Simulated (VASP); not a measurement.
## ScAl3: single point with PBE

Crystal: ScAl3.

```
Sc Al
1.0
     3.77690    0.00000    0.00000
     0.00000    3.77690    0.00000
     0.00000    0.00000    3.94112
Sc Al
1 3
Direct
  0.00000 0.00000 0.00000
  0.50000 0.00000 0.50000
  0.00000 0.50000 0.50000
  0.50000 0.50000 0.00000
```

This cell differs from its parent crystal: strain -0.080 along x and y, -0.040 along z.

| Item | Value |
| --- | --- |
| Program | VASP 6.6.1 |
| Task | single point |
| Functional | PBE |
| Potentials or basis | VASP PAW PBE potentials, release 64 (Sc_sv, Al) |
| Cutoff | 520 eV |
| k mesh | 12 × 12 × 12 |
| Occupations | gaussian, width 0.15 eV |
| Spin | no spin polarisation |
| Dipole correction | no |
| Further INCAR settings | ALGO = Fast; EDIFF = 1e-07; NBANDS = 18 |

```yaml
Pressure: 27.6 GPa
Band_gap_on_the_k_mesh: zero (band 10 reaches 10.53 eV, above the bottom of band 11 at 6.16 eV)
```

Stress tensor (GPa, compression positive):
```
30.86  0.00  0.00
 0.00 30.86  0.00
 0.00  0.00 21.14
```

Levels at points of the mesh, in eV from the Fermi level:
| k point | band 6 | band 7 | band 8 | band 9 | band 10 | band 11 | band 12 | band 13 | band 14 | band 15 |
| --- | --- | --- | --- | --- | --- | --- | --- | --- | --- | --- |
| (0.00, 0.00, 0.00) | -3.12 | -2.69 | -2.28 | -1.61 | -1.61 | 1.23 | 1.34 | 1.34 | 1.52 | 6.23 |
| (0.50, 0.00, 0.00) | -7.93 | -2.33 | -1.95 | -1.80 | 0.99 | 1.19 | 1.58 | 1.86 | 2.22 | 2.90 |
| (0.50, 0.50, 0.00) | -5.72 | -5.72 | -4.83 | -0.88 | -0.88 | 0.98 | 1.25 | 2.73 | 3.25 | 3.86 |
| (0.00, 0.00, 0.50) | -8.04 | -1.87 | -1.87 | -1.81 | 1.39 | 1.56 | 1.56 | 1.91 | 2.27 | 2.29 |
| (0.50, 0.00, 0.50) | -6.02 | -5.87 | -4.79 | -0.61 | -0.47 | 1.44 | 1.78 | 2.35 | 3.08 | 4.22 |
| (0.50, 0.50, 0.50) | -5.15 | -5.10 | -5.10 | -3.23 | -2.97 | -2.97 | 1.49 | 3.07 | 3.32 | 5.04 |

Wall time 89 s on 1 thread of Intel(R) Xeon(R) 6975P-C (Granite Rapids) (shared host), peak memory 0.3 GiB.

Caveat: the cell differs from its parent crystal (strain -0.080 along x and y, -0.040 along z).
